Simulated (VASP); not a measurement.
# Al16SeO23 (a cell with a defect) in VASP: single point with PBE

Aim: the single point of Al16SeO23 (a cell with a defect) with PBE.

All numbers are computed with VASP 6.6.1; they aren't measurements. Logs are shortened: lines on timing, memory, paths and dates and some standing lists are left out, and cuts for length are marked.

## Step 1: The cell of the first run

The cell holds a defect, 40 atoms: a = 6.953 Å, b = 8.667 Å, c = 8.588 Å, α = 47.52°, β = 66.83°, γ = 65.64°.

## Step 2: Single point, PBE

File INCAR:

```
PREC = Accurate
ENCUT = 520
EDIFF = 1E-6
ISMEAR = -1
SIGMA = 0.01
LREAL = Auto
LASPH = T
NELM = 120
ALGO = Normal
ISIF = 2
LWAVE = F
LCHARG = T
GGA = PE
LELF = T
LVHAR = T
NBANDS = 122
GGA_COMPAT = F
```

File KPOINTS:

```
Automatic mesh
0
Gamma
  3 3 3
```

File POSCAR:

```
Al16SeO23
1.0
    0.0000000000      4.8469330000      4.9854040000
    7.0899410000      0.0000000000      4.9854040000
    7.0899410000      4.8469330000      0.0000000000
Al Se O
16 1 23
Direct
    0.9599767532      0.0663615160      0.3009179612
    0.4523750577      0.5947867750      0.7907067356
    0.0795862038      0.4248029946      0.1760482618
    0.5594158610      0.9205241946      0.6898598456
    0.3281142635      0.1899593832      0.9214463724
    0.8346760987      0.6966287519      0.4143886153
    0.1569952117      0.8115293377      0.0808002897
    0.6491562816      0.3031673158      0.6261510858
    0.5030434075      0.4511693739      0.1734298188
    0.0582679106      0.9188290903      0.6872103270
    0.4531991853      0.0807370924      0.3033582452
    0.9435511084      0.5862232167      0.8040150834
    0.1636846490      0.3021739386      0.5895984195
    0.6675444270      0.7990135121      0.0883651651
    0.3373066607      0.6914238142      0.4180020301
    0.8399244672      0.1881154643      0.9216461422
    0.7645731989      0.3292973251      0.3349069849
    0.2795015805      0.8248527481      0.8297991514
    0.0860931270      0.3196507571      0.0203847043
    0.5837851413      0.8207832394      0.5274594375
    0.0876583807      0.5261502210      0.3132017125
    0.5727675825      0.0245787797      0.8251811061
    0.5670353865      0.3254083363      0.8364923607
    0.0703870858      0.8205150894      0.3270540331
    0.7272557091      0.1596395812      0.1689571015
    0.2282865841      0.6767404979      0.6668528778
    0.4076809766      0.1814766090      0.4725099113
    0.9306756391      0.6906675560      0.9588885335
    0.4260411405      0.9701560023      0.1824668240
    0.9233397608      0.4718095515      0.6813744351
    0.9333607207      0.1669843714      0.6858693956
    0.4198267654      0.6859093032      0.1704009590
    0.1464626962      0.0983526310      0.9052185598
    0.6398736312      0.6039506687      0.4141633849
    0.3568986385      0.4017862352      0.0860747756
    0.8571360692      0.8889905189      0.6009711072
    0.8525533422      0.8905258233      0.1034988499
    0.3440196485      0.3971686389      0.6101733501
    0.1620374423      0.0939129863      0.3966670596
    0.6459322055      0.6052467578      0.8954889860
```

Potentials or basis: VASP PAW PBE potentials, release 64 (Al, Se, O).

Started as:

```console
cat potpaw_PBE.64/Al/POTCAR potpaw_PBE.64/Se/POTCAR potpaw_PBE.64/O/POTCAR > POTCAR
mpirun -np 1 vasp_std > vasp.out
```

OUTCAR:

```text
PREC = Accurate
   ENCUT = 520
   EDIFF = 1E-6
   ISMEAR = -1
   LREAL = Auto
   LASPH = T
   NELM = 120
   ISIF = 2
   GGA = PE

 ion  position               nearest neighbor table
   1  0.960  0.066  0.301-  24 1.82  36 1.90  25 1.92  39 2.04  19 2.04  17 2.27   3 2.90  10 2.91
                            15 3.01  16 3.03   5 3.05   6 3.07   4 3.22
   2  0.452  0.595  0.791-  26 1.85  35 1.88  20 1.91  23 1.93  40 1.95  18 2.04   4 2.68   9 2.74
                            10 2.90  15 3.07   6 3.10   3 3.11  16 3.19   8 3.27   5 3.28
   3  0.080  0.425  0.176-  35 1.75  28 1.90  21 1.91  19 2.05  39 2.07  17 2.23  11 2.88  12 2.88
                             1 2.90   9 3.04   7 3.10   2 3.11  14 3.17  13 3.18
   4  0.559  0.921  0.690-  36 1.87  27 1.90  22 1.93  40 1.98  20 2.01  18 2.02   2 2.68  12 2.89
                            11 2.89  13 3.12  14 3.15   1 3.22   7 3.24   8 3.27   9 3.34
   5  0.328  0.190  0.921-  33 1.83  19 1.85  29 1.87  38 1.96  22 2.03  23 2.04   8 2.52  13 2.88
                            14 2.93   1 3.05  11 3.13  12 3.14   7 3.15   2 3.28
   6  0.835  0.697  0.414-  34 1.84  30 1.88  20 1.92  24 1.95  37 1.95  21 2.10   7 2.68  14 2.89
                            13 2.91   1 3.07  11 3.07   2 3.10  12 3.12   8 3.16
   7  0.157  0.812  0.081-  33 1.83  32 1.86  37 1.91  18 1.92  21 1.97  24 2.01   6 2.68  16 2.79
                             9 2.85  15 2.96   3 3.10  10 3.13   5 3.15   4 3.24
   8  0.649  0.303  0.626-  23 1.79  31 1.90  34 1.91  22 1.95  38 1.96  17 2.18   5 2.52  16 2.71
                            15 2.85   6 3.16  10 3.23   4 3.27   2 3.27
   9  0.503  0.451  0.173-  35 1.78  40 1.84  32 1.86  27 2.08  17 2.18  25 2.38  21 2.64  11 2.73
                             2 2.74   7 2.85   3 3.04  13 3.11  14 3.18  12 3.33   4 3.34
  10  0.058  0.919  0.687-  39 1.85  18 1.91  28 1.93  31 1.95  36 1.99  26 2.03  12 2.70   2 2.90
                             1 2.91   7 3.13  13 3.17  11 3.19  14 3.23   8 3.23
  11  0.453  0.081  0.303-  39 1.85  20 1.85  29 1.92  25 1.93  27 2.02  35 2.03   9 2.73   3 2.88
                             4 2.89   6 3.07   5 3.13  16 3.14  15 3.18  10 3.19
  12  0.944  0.586  0.804-  19 1.88  40 1.88  36 1.91  30 1.94  28 2.02  26 2.03  10 2.70   3 2.88
                             4 2.89   6 3.12   5 3.14  15 3.19  16 3.20   9 3.33
  13  0.164  0.302  0.590-  38 1.87  27 1.90  21 1.90  31 1.95  33 1.98  30 2.02  16 2.67   5 2.88
                             6 2.91   9 3.11   4 3.12  10 3.17   3 3.18  15 3.20
  14  0.668  0.799  0.088-  37 1.85  22 1.87  28 1.96  32 1.98  29 2.04  34 2.04  15 2.69   6 2.89
                             5 2.93  17 2.95   4 3.15   3 3.17   9 3.18  16 3.21  10 3.23
  15  0.337  0.691  0.418-  38 1.87  24 1.89  26 1.90  34 1.91  29 1.99  32 2.00  14 2.69   8 2.85
                             7 2.96   1 3.01   2 3.07  11 3.18  12 3.19  13 3.20
  16  0.840  0.188  0.922-  25 1.82  37 1.89  23 1.90  33 1.93  31 1.98  30 2.01  13 2.67   8 2.71
                             7 2.79   1 3.03  11 3.14   2 3.19  12 3.20  14 3.21
  17  0.765  0.329  0.335-   8 2.18   9 2.18   3 2.23   1 2.27  14 2.95
  18  0.280  0.825  0.830-  10 1.91   7 1.92   4 2.02   2 2.04
  19  0.086  0.320  0.020-   5 1.85  12 1.88   1 2.04   3 2.05
  20  0.584  0.821  0.527-  11 1.85   2 1.91   6 1.92   4 2.01
  21  0.088  0.526  0.313-  13 1.90   3 1.91   7 1.97   6 2.10   9 2.64
  22  0.573  0.025  0.825-  14 1.87   4 1.93   8 1.95   5 2.03
  23  0.567  0.325  0.836-   8 1.79  16 1.90   2 1.93   5 2.04
  24  0.070  0.821  0.327-   1 1.82  15 1.89   6 1.95   7 2.01
  25  0.727  0.160  0.169-  16 1.82   1 1.92  11 1.93   9 2.38
  26  0.228  0.677  0.667-   2 1.85  15 1.90  10 2.03  12 2.03
  27  0.408  0.181  0.473-   4 1.90  13 1.90  11 2.02   9 2.08
[... 11 lines left out ...]
  39  0.162  0.094  0.397-  11 1.85  10 1.85   1 2.04   3 2.07
  40  0.646  0.605  0.895-   9 1.84  12 1.88   2 1.95   4 1.98

  LATTYP: Found a face centered orthorhombic cell.
 ALAT       =     9.6938660000
 B/A-ratio  =     1.0285687877
 C/A-ratio  =     1.4627685177

  Lattice vectors:

 A1 = (  -7.0899410000,   0.0000000000,  -4.9854040000)
 A2 = (  -7.0899410000,   4.8469330000,   0.0000000000)
 A3 = (   0.0000000000,   4.8469330000,  -4.9854040000)

Analysis of symmetry for initial positions (statically):
=====================================================================
 Subroutine PRICEL returns:
 Original cell was already a primitive cell.

 Routine SETGRP: Setting up the symmetry group for a
 face centered orthorhombic supercell.

 Subroutine GETGRP returns: Found  1 space group operations
 (whereof  1 operations were pure point group operations)
 out of a pool of  8 trial point group operations.

The static configuration has the point symmetry C_1 .

Analysis of symmetry for dynamics (positions and initial velocities):
=====================================================================
 Subroutine PRICEL returns:
 Original cell was already a primitive cell.

 Routine SETGRP: Setting up the symmetry group for a
 face centered orthorhombic supercell.

 Subroutine GETGRP returns: Found  1 space group operations
 (whereof  1 operations were pure point group operations)
 out of a pool of  8 trial point group operations.

[... 125 lines left out ...]

 Subroutine IBZKPT returns following result:
 ===========================================

 Found     14 irreducible k-points:

 Following reciprocal coordinates:
            Coordinates               Weight
  0.000000  0.000000  0.000000      1.000000
  0.333333  0.000000  0.000000      2.000000
 -0.000000 -0.000000  0.333333      2.000000
  0.000000  0.333333 -0.000000      2.000000
 -0.333333 -0.333333 -0.333333      2.000000
  0.333333  0.333333  0.000000      2.000000
 -0.333333  0.333333  0.000000      2.000000
 -0.333333 -0.333333  0.333333      2.000000
  0.333333  0.000000  0.333333      2.000000
 -0.333333 -0.000000  0.333333      2.000000
 -0.333333  0.333333 -0.333333      2.000000
  0.000000  0.333333  0.333333      2.000000
 -0.333333  0.333333  0.333333      2.000000
 -0.000000 -0.333333  0.333333      2.000000
   k-points           NKPTS =     14   k-points in BZ     NKDIM =     14   number of bands    NBANDS=    122
   number of dos      NEDOS =    301   number of ions     NIONS =     40
   total plane-waves  NPLWV = 221184
   dimension x,y,z NGX =    54 NGY =   64 NGZ =   64
   dimension x,y,z NGXF=   108 NGYF=  128 NGZF=  128
   ions per type =              16   1  23
   NGX,Y,Z   is equivalent  to a cutoff of  12.91, 12.28, 12.39 a.u.
   NGXF,Y,Z  is equivalent  to a cutoff of  25.82, 24.55, 24.78 a.u.
 SYSTEM =  unknown system
   PREC   = accura    normal or accurate (medium, high low for compatibility)
   ISTART =      0    job   : 0-new  1-cont  2-samecut
   ICHARG =      2    charge: 1-file 2-atom 10-const
   ISPIN  =      1    spin polarized calculation?
   LNONCOLLINEAR =      F non collinear calculations
   LSORBIT =      F    spin-orbit coupling
   LASPH  =      T    aspherical Exc in radial PAW
   ENCUT  =  520.0 eV  38.22 Ry    6.18 a.u.  12.93 16.12 15.97*2*pi/ulx,y,z
   NELM   =    120;   NELMIN=  2; NELMDL= -5     # of ELM steps
   EDIFF  = 0.1E-05   stopping-criterion for ELM
   LREAL  =      T    real-space projection
   EDIFFG = 0.1E-04   stopping-criterion for IOM
   NSW    =      0    number of steps for IOM
[... 5 lines left out ...]
   TEBEG  =    0.0;   TEEND  =   0.0 temperature during run
   PSTRESS=    0.0 pullay stress
   NELECT =     192.0000    total number of electrons
   NUPDOWN=      -1.0000    fix difference up-down
   EMIN   =  10.00;   EMAX   =-10.00  energy-range for DOS
   EFERMI =   0.00;   METHOD = LEGACY
   ISMEAR =    -1;   SIGMA  =   0.01  broadening in eV -4-tet -1-fermi 0-gaus
   EFERMI_NEDOS =   21; number of points for ismear=-14 and -15
   IALGO  =     38    algorithm
   IMIX   =      4    mixing-type and parameters
     AMIX     =   0.40;   BMIX     =  1.00
     AMIX_MAG =   1.60;   BMIX_MAG =  1.00
  volume/ion in A,a.u.               =       8.57        57.81
  Fermi-wavevector in a.u.,A,eV,Ry     =   1.349673  2.550512 24.784609  1.821617
  Thomas-Fermi vector in A             =   2.477241
   LORBIT       =      0    0 simple, 1 ext, 2 COOP (PROOUT), +10 PAW based schemes
   GGA     = PE    functional components
   LHFCALC =     F    Hartree Fock is set to
   AEXX    =    0.0000 exact exchange contribution
   IVDW    =     0    specifies the selected vdW correction
   LEPSILON=     F    determine dielectric tensor
   LRPA    =     F    only Hartree local field effects (RPA)
 non-spin polarized calculation
  energy-cutoff  :      520.00
  volume of cell :      342.64
 maximum number of plane-waves:      9246
 NGX is ok and might be reduce to    54
   NGX = 25   NGY = 33   NGZ = 31

 number of electron     192.0000005 magnetization

 Free energy of the ion-electron system (eV)
  ---------------------------------------------------
  ext. energy  EPLUGINS =         0.00000000
  ---------------------------------------------------
  free energy    TOTEN  =      -285.34816614 eV

  energy without entropy =     -285.34816614  energy(sigma->0) =     -285.34816614

 E-fermi :   8.3737     XC(G=0): -11.8388

 val. band max:        8.0949683262   @ k =  -0.3333   0.3333   0.3333
 cond. band min:      12.2310368023   @ k =   0.0000   0.0000   0.0000
 fundamental gap:      4.1360684761
 Fermi energy:         8.3737038664

 k-point     1 :       0.0000    0.0000    0.0000
  band No.  band energies     occupation
      1     -12.7184      2.00000
      2     -11.7535      2.00000
      3     -11.3645      2.00000
      4     -11.2347      2.00000
      5     -11.1374      2.00000
      6     -10.9412      2.00000
[... 1543 lines left out ...]
    107      15.9806      0.00000
    108      16.0874      0.00000
 [bands above 108 left out]

------------------------ aborting loop because EDIFF is reached ----------------------------------------

  FORCE on cell =-STRESS in cart. coord.  units (eV):
  Direction    XX          YY          ZZ          XY          YZ          ZX
  --------------------------------------------------------------------------------------
  -------------------------------------------------------------------------------------
  Total       32.7131891     26.8438938     23.1817679      0.6887545      2.3509063     -1.9209056
  in kB      152.9654948    125.5209170    108.3969706      3.2205872     10.9927388     -8.9820739
  external PRESSURE =     128.9611275 kB  Pullay stress =       0.0000000 kB

 VOLUME and BASIS-vectors are now :
 -----------------------------------------------------------------------------
  energy-cutoff  :      520.00
  volume of cell :      342.64
      direct lattice vectors                 reciprocal lattice vectors
     0.000000000  4.846933000  4.985404000    -0.070522449  0.103158018  0.100292775
     7.089941000  0.000000000  4.985404000     0.070522449 -0.103158018  0.100292775
     7.089941000  4.846933000  0.000000000     0.070522449  0.103158018 -0.100292775

 POSITION                                       TOTAL-FORCE (eV/Angst)
 -----------------------------------------------------------------------------------
      2.60399      6.11147      5.11671         0.002822      0.001519      0.010103
      9.82307      6.02513      5.22052        -0.009427      0.015453     -0.010291
      4.26000      1.23904      2.51458        -0.006022     -0.000666      0.002703
     11.41753      6.05516      7.37810         0.004631      0.006051      0.002765
      7.87980      6.05654      2.58281         0.006084      0.000209      0.006149
      7.87705      6.05413      7.63417         0.008900     -0.000703      0.009547
[... 32 lines left out ...]
      3.47818      2.70800      1.27602        -0.003753     -0.005299     -0.002282
     10.64013      7.47117      6.23763        -0.005064     -0.004909      0.011695
 -----------------------------------------------------------------------------------
    total drift:                               -0.013537     -0.006063     -0.012562

  FREE ENERGIE OF THE ION-ELECTRON SYSTEM (eV)
  ---------------------------------------------------
  free  energy   TOTEN  =      -285.3481661433 eV

  energy  without entropy=     -285.3481661433  energy(sigma->0) =     -285.34816614
```

Wall time 48 min (1 thread of Intel Xeon 8259CL, shared host); peak memory 0.72 GiB.

Results:

```
Free energy            : -285.3482 eV
Pressure               : 12.9 GPa
Largest force          : 0.021 eV/Å
Band gap on the k mesh : 4.14 eV
```

Forces on the atoms (eV/Å):
```
Al   0.003  0.002  0.010
Al  -0.009  0.015 -0.010
Al  -0.006 -0.001  0.003
Al   0.005  0.006  0.003
Al   0.006  0.000  0.006
Al   0.009 -0.001  0.010
Al  -0.001 -0.001 -0.002
Al  -0.011 -0.006 -0.007
Al  -0.003  0.000 -0.006
Al   0.008 -0.005  0.000
Al  -0.006 -0.008  0.012
Al  -0.005  0.003 -0.005
Al   0.001  0.004 -0.003
Al  -0.002  0.000 -0.007
Al   0.004 -0.007  0.002
Al   0.000 -0.003  0.007
Se   0.001  0.000 -0.010
O    0.003  0.000 -0.002
O   -0.001  0.001 -0.001
O   -0.003  0.002 -0.004
O   -0.001  0.002  0.005
O   -0.002 -0.004 -0.003
O    0.014  0.000  0.007
O   -0.008  0.003 -0.002
O    0.008 -0.004 -0.007
O   -0.003 -0.008 -0.006
O    0.001 -0.007 -0.003
O    0.006 -0.002  0.001
O   -0.001  0.005 -0.001
O   -0.007  0.008 -0.004
O   -0.007  0.001 -0.001
O    0.004  0.004  0.007
O    0.001 -0.003  0.003
O    0.003 -0.001  0.003
O    0.002  0.005  0.000
O    0.005 -0.001  0.000
O   -0.002  0.007 -0.002
O    0.003  0.002 -0.003
O   -0.004 -0.005 -0.002
O   -0.005 -0.005  0.012
```

Stress tensor (GPa, compression positive):
```
15.30  0.32 -0.90
 0.32 12.55  1.10
-0.90  1.10 10.84
```

Levels at points of the mesh, in eV from the valence-band top:
```tsv
k point	band 94	band 95	band 96	band 97	band 98	band 99
(0.00, 0.00, 0.00)	-0.72	-0.64	-0.12	4.14	6.28	6.51
```
